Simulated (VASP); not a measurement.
Here is a VASP 6.6.1 calculation.

INCAR

```
SYSTEM = MgS
  ALGO = Normal
  EDIFF = 1E-6
  ENCUT = 520
  GGA = PE
  ISIF = 2
  ISMEAR = 0
  LASPH = .True.
  LCHARG = .False.
  LREAL = .False.
  LWAVE = .False.
  NBANDS = 16
  NELM = 80
  PREC = Accurate
  SIGMA = 0.02
```

KPOINTS

```
k-points
0
Gamma
  6 6 4
  0 0 0
```

Contents of POSCAR:

```
MgS
1.0
    4.0529732019      0.0000000000      0.0000000000
   -2.0264866010      3.5099777537      0.0000000000
    0.0000000000      0.0000000000      6.4943135953
Mg S
2 2
Direct
    0.3333333333      0.6666666667     -0.0029126267
    0.6666666667      0.3333333333      0.4970873733
    0.3333333333      0.6666666667      0.3779126267
    0.6666666667      0.3333333333      0.8779126267
```

Potentials or basis: VASP PAW PBE potentials, release 64 (Mg, S).

Launch:

```bash
$ cat potpaw_PBE.64/Mg/POTCAR potpaw_PBE.64/S/POTCAR > POTCAR
$ mpirun -np 1 vasp_std > vasp.out
```

(1) Estimate the pressure.

(2) What does it give for the band gap on the k mesh?

## Answers

(1) -0.1 GPa.

(2) 3.37 eV, direct.
